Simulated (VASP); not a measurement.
# Al (Fm-3m) in VASP: elastic constants with PBE

Aim: the elastic constants of Al with PBE.

Everything below comes from runs of VASP 6.6.1. Logs are shortened: lines on timing, memory, paths and dates and some standing lists are left out, and cuts for length are marked.

### 1 The cell of the first run

The structure is cubic, space group Fm-3m (No. 225). The conventional cell has a = 4.042 Å, b = 4.042 Å, c = 4.042 Å, α = 90.00°, β = 90.00°, γ = 90.00°. Within 3.8 Å of Al (site symmetry m-3m) lie 12 Al at 2.86 Å.

### 2 Elastic constants, PBE

The input, INCAR:

```
PREC = Accurate
ENCUT = 600
EDIFF = 1E-8
ISMEAR = -1
SIGMA = 0.15
LREAL = False
LASPH = True
NELM = 100
ALGO = Normal
ISIF = 3
LWAVE = False
LCHARG = False
GGA = PE
NBANDS = 8
IBRION = 6
NFREE = 2
POTIM = 0.015
NSW = 1
```

The input, KPOINTS:

```
Automatic mesh
0
Gamma
  20 20 20
```

The input, POSCAR:

```
Al
1.0
    0.0000000000      2.0212014630      2.0212014630
    2.0212014630      0.0000000000      2.0212014630
    2.0212014630      2.0212014630      0.0000000000
Al
1
Direct
    0.0000000000      0.0000000000      0.0000000000
```

Potentials or basis: VASP PAW PBE potentials, release 64 (Al).

On the command line:

```
$ cat potpaw_PBE.64/Al/POTCAR > POTCAR
$ mpirun -np 1 vasp_std > vasp.out
```

OUTCAR:

```text
PREC = Accurate
   ENCUT = 600
   EDIFF = 1E-8
   ISMEAR = -1
   LREAL = False
   LASPH = True
   NELM = 100
   ISIF = 3
   GGA = PE
   IBRION = 6
   NFREE = 2
   POTIM = 0.015
   NSW = 1

 ion  position               nearest neighbor table
   1  0.000  0.000  0.000-

  LATTYP: Found a face centered cubic cell.
 ALAT       =     4.0424029260

  Lattice vectors:

 A1 = (   0.0000000000,   2.0212014630,   2.0212014630)
 A2 = (   2.0212014630,   0.0000000000,   2.0212014630)
 A3 = (   2.0212014630,   2.0212014630,   0.0000000000)

Analysis of symmetry for initial positions (statically):
=====================================================================
 Subroutine PRICEL returns:
 Original cell was already a primitive cell.

 Routine SETGRP: Setting up the symmetry group for a
 face centered cubic supercell.

 Subroutine GETGRP returns: Found 48 space group operations
 (whereof 48 operations were pure point group operations)
 out of a pool of 48 trial point group operations.

The static configuration has the point symmetry O_h .

Analysis of symmetry for dynamics (positions and initial velocities):
=====================================================================
 Subroutine PRICEL returns:
 Original cell was already a primitive cell.

 Routine SETGRP: Setting up the symmetry group for a
 face centered cubic supercell.

 Subroutine GETGRP returns: Found 48 space group operations
 (whereof 48 operations were pure point group operations)
 out of a pool of 48 trial point group operations.

The dynamic configuration has the point symmetry O_h .

 Subroutine INISYM returns: Found 48 space group operations
 (whereof 48 operations are pure point group operations),
 and found     1 'primitive' translations

----------------------------------------------------------------------------------------

                                     Primitive cell

  volume of cell :      16.5142

  direct lattice vectors                    reciprocal lattice vectors
     0.000000000  2.021201463  2.021201463    -0.247377616  0.247377616  0.247377616
     2.021201463  0.000000000  2.021201463     0.247377616 -0.247377616  0.247377616
     2.021201463  2.021201463  0.000000000     0.247377616  0.247377616 -0.247377616

  length of vectors
     2.858410521  2.858410521  2.858410521     0.428470600  0.428470600  0.428470600

  position of ions in fractional coordinates (direct lattice)
     0.000000000  0.000000000  0.000000000

  ion indices of the primitive-cell ions
   primitive index   ion index
                 1           1

----------------------------------------------------------------------------------------

 KPOINTS: Automatic mesh

Automatic generation of k-mesh.
 Grid dimensions read from file:
 generate k-points for:   20   20   20

 Generating k-lattice:

  Cartesian coordinates                     Fractional coordinates (reciprocal lattice)
    -0.012368881  0.012368881  0.012368881     0.050000000  0.000000000  0.000000000
     0.012368881 -0.012368881  0.012368881     0.000000000  0.050000000  0.000000000
     0.012368881  0.012368881 -0.012368881     0.000000000  0.000000000  0.050000000
[... 94 lines left out ...]

--------------------------------------- Ionic step        1  -------------------------------------------

 number of electron       3.0000000 magnetization

 Free energy of the ion-electron system (eV)
  ---------------------------------------------------
  ext. energy  EPLUGINS =         0.00000000
  ---------------------------------------------------
  free energy    TOTEN  =        -3.76086263 eV

  energy without entropy =       -3.73061835  energy(sigma->0) =       -3.74574049

------------------------ aborting loop because EDIFF is reached ----------------------------------------

  FORCE on cell =-STRESS in cart. coord.  units (eV):
  Direction    XX          YY          ZZ          XY          YZ          ZX
  --------------------------------------------------------------------------------------
  -------------------------------------------------------------------------------------
  Total       -0.0044566     -0.0044566     -0.0044566      0.0000000     -0.0000000     -0.0000000
  in kB       -0.4323690     -0.4323690     -0.4323690      0.0000000     -0.0000000     -0.0000000
  external PRESSURE =      -0.4323690 kB  Pullay stress =       0.0000000 kB
[... 86 lines left out ...]
  FREE ENERGIE OF THE ION-ELECTRON SYSTEM (eV)
  ---------------------------------------------------
  free  energy   TOTEN  =        -3.7596921549 eV

  energy  without entropy=       -3.7300528739  energy(sigma->0) =       -3.74487251

[... ionic steps 4 to 12 ...]

--------------------------------------- Ionic step       13  -------------------------------------------

 number of electron       3.0000000 magnetization

------------------------ aborting loop because EDIFF is reached ----------------------------------------
[... 65 lines left out ...]
--------------------------------------- Ionic step       15  -------------------------------------------

 number of electron       3.0000000 magnetization

 Free energy of the ion-electron system (eV)
  ---------------------------------------------------
  ext. energy  EPLUGINS =         0.00000000
  ---------------------------------------------------
  free energy    TOTEN  =        -3.76086263 eV

  energy without entropy =       -3.73061836  energy(sigma->0) =       -3.74574050

 E-fermi :   8.0108     XC(G=0): -10.1936

 val. band max:        7.9918068153   @ k =  -0.4500   0.4500   0.1000
 cond. band min:       8.0235623227   @ k =  -0.3500   0.3500   0.0000
 fundamental gap:      0.0317555074
 Fermi energy:         8.0107759869

 k-point     1 :       0.0000    0.0000    0.0000
  band No.  band energies     occupation
      1      -3.1376      2.00000
      2      20.6052      0.00000
      3      20.6052      0.00000
      4      20.6052      0.00000
      5      22.0905      0.00000
      6      22.0905      0.00000
      7      22.0905      0.00000
      8      24.4501      0.00000
[... 243 lines left out ...]
 k-point    24 :      -0.3500    0.0500    0.0000
  band No.  band energies     occupation
      1       0.5294      2.00000
      2       7.4454      1.95490
      3      17.3061      0.00000
      4      19.7991      0.00000
      5      19.9594      0.00000
      6      21.2589      0.00000
      7      22.9157      0.00000
      8      25.4955      0.00000

 [... further k-points ...]

------------------------ aborting loop because EDIFF is reached ----------------------------------------

  FORCE on cell =-STRESS in cart. coord.  units (eV):
  Direction    XX          YY          ZZ          XY          YZ          ZX
  --------------------------------------------------------------------------------------
  -------------------------------------------------------------------------------------
  Total       -0.0044566     -0.0044566     -0.0044566      0.0000000      0.0000000      0.0000000
  in kB       -0.4323681     -0.4323681     -0.4323681      0.0000000      0.0000000      0.0000000
  external PRESSURE =      -0.4323681 kB  Pullay stress =       0.0000000 kB
[... 16 lines left out ...]
  FREE ENERGIE OF THE ION-ELECTRON SYSTEM (eV)
  ---------------------------------------------------
  free  energy   TOTEN  =        -3.7608626330 eV

  energy  without entropy=       -3.7306183588  energy(sigma->0) =       -3.74574050

 INTERNAL STRAIN TENSORS FROM STRAINED CELLS
 ============================================

 INTERNAL STRAIN TENSOR FOR ION    1 for displacements in x,y,z  (eV/Angst):
          X           Y           Z          XY          YZ          ZX
  --------------------------------------------------------------------------------
  x     0.00000    -0.00000     0.00000     0.00000     0.00000     0.00000
  y    -0.00000    -0.00000     0.00000     0.00000     0.00000     0.00000
  z     0.00000     0.00000     0.00000     0.00000    -0.00000     0.00000

 INTERNAL STRAIN TENSORS FROM DISPLACED ATOMS
 ============================================

 INTERNAL STRAIN TENSOR FOR ION    1 for displacements in x,y,z  (eV/Angst):
          X           Y           Z          XY          YZ          ZX
  --------------------------------------------------------------------------------
  x     0.00000     0.00000     0.00000     0.00000     0.00000     0.00000
  y     0.00000     0.00000     0.00000     0.00000     0.00000     0.00000
  z     0.00000     0.00000     0.00000     0.00000     0.00000     0.00000

 Eigenvectors and eigenvalues of the dynamical matrix
 ----------------------------------------------------

   1 f  =    0.000000 THz     0.000000 2PiTHz    0.000000 cm-1     0.000000 meV
             X         Y         Z           dx          dy          dz
      0.000000  0.000000  0.000000     0.554700   -0.832050    0.000000

   2 f  =    0.000000 THz     0.000000 2PiTHz    0.000000 cm-1     0.000000 meV
             X         Y         Z           dx          dy          dz
      0.000000  0.000000  0.000000    -0.832050   -0.554700    0.000000

   3 f  =    0.000000 THz     0.000000 2PiTHz    0.000000 cm-1     0.000000 meV
             X         Y         Z           dx          dy          dz
      0.000000  0.000000  0.000000     0.000000    0.000000    1.000000

--------------------------------------------------------------------------------------------------------

 ELASTIC MODULI CONTR FROM IONIC RELAXATION (kBar)
 Direction    XX          YY          ZZ          XY          YZ          ZX
 --------------------------------------------------------------------------------
 XX           0.0000      0.0000      0.0000      0.0000      0.0000      0.0000
 YY           0.0000      0.0000      0.0000      0.0000      0.0000      0.0000
 ZZ           0.0000      0.0000      0.0000      0.0000      0.0000      0.0000
 XY           0.0000      0.0000      0.0000      0.0000      0.0000      0.0000
 YZ           0.0000      0.0000      0.0000      0.0000      0.0000      0.0000
 ZX           0.0000      0.0000      0.0000      0.0000      0.0000      0.0000
 --------------------------------------------------------------------------------

 TOTAL ELASTIC MODULI (kBar)
 Direction    XX          YY          ZZ          XY          YZ          ZX
 --------------------------------------------------------------------------------
 XX        1057.8652    630.0369    630.0369     -0.0000      0.0000      0.0000
 YY         630.0369   1057.8652    630.0369      0.0000      0.0000     -0.0000
 ZZ         630.0369    630.0369   1057.8652     -0.0000     -0.0000     -0.0000
 XY          -0.0000      0.0000     -0.0000    332.6834      0.0000      0.0000
 YZ           0.0000      0.0000     -0.0000      0.0000    332.6834      0.0000
 ZX           0.0000     -0.0000     -0.0000      0.0000      0.0000    332.6834
 --------------------------------------------------------------------------------
```

It took 25 min on 1 thread of Intel Xeon 8259CL, shared host; peak memory 0.59 GiB.

What came out:

```yaml
Elastic_constants_C11_C12_C44: 106, 63, 33 GPa
Voigt_bulk_modulus: 77 GPa
```

Elastic tensor in Voigt notation (GPa, in the Cartesian axes of the cell as first typed):
```
106  63  63   0   0   0
 63 106  63   0   0   0
 63  63 106   0   0   0
  0   0   0  33   0   0
  0   0   0   0  33   0
  0   0   0   0   0  33
```

Clamped-ion elastic tensor (GPa):
```
106  63  63   0   0   0
 63 106  63   0   0   0
 63  63 106   0   0   0
  0   0   0  33   0   0
  0   0   0   0  33   0
  0   0   0   0   0  33
```
